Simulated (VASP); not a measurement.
# SrCl2: single point with PBE

Crystal: SrCl2.

```
CELL_PARAMETERS angstrom
0.00000 3.48835 3.52323
3.48835 0.00000 3.52323
3.48835 3.48835 0.00000
ATOMIC_POSITIONS crystal
Sr 0.00000 0.00000 0.00000
Cl 0.75000 0.75000 0.75000
Cl 0.25717 0.25717 0.24283
```

This cell differs from its parent crystal: last atom moved by 0.05 Å along z, cell strained by +1.0% along z.

- Program: VASP 6.6.1
- Task: single point
- Functional: PBE
- Potentials or basis: VASP PAW PBE potentials, release 64 (Sr_sv, Cl)
- Cutoff: 690 eV
- k mesh: 11 × 11 × 11
- Occupations: gaussian, width 0.03 eV
- Spin: no spin polarisation

```yaml
Pressure: 0.8 GPa
Largest_force: 0.131 eV/Å
Band_gap_on_the_k_mesh: 5.29 eV (least direct gap 5.57 eV)
```

Forces in eV/Å, atoms in the order of the input:
```
Sr   0.000  0.000  0.065
Cl   0.000  0.000  0.066
Cl   0.000  0.000 -0.131
```

Stress tensor (GPa, compression positive):
```
 0.93 -0.22  0.00
-0.22  0.93  0.00
 0.00  0.00  0.44
```

Levels at points of the mesh, in eV from the valence-band top:
```csv
k point,band 8,band 9,band 10,band 11,band 12,band 13,band 14,band 15,band 16,band 17
"(0.00, 0.00, 0.00)",-2.09,-2.08,-0.39,-0.32,-0.32,5.29,6.07,6.12,8.99,9.01
```

It took 16 min on 1 thread of Intel(R) Xeon(R) Platinum 8259CL CPU @ 2.50GHz (Skylake/Cascade Lake) (shared host), peak memory 0.78 GiB.

Caveat: the cell differs from its parent crystal (last atom moved by 0.05 Å along z, cell strained by +1.0% along z); an odd mesh through Γ misses points on the zone boundary, where band edges can lie.
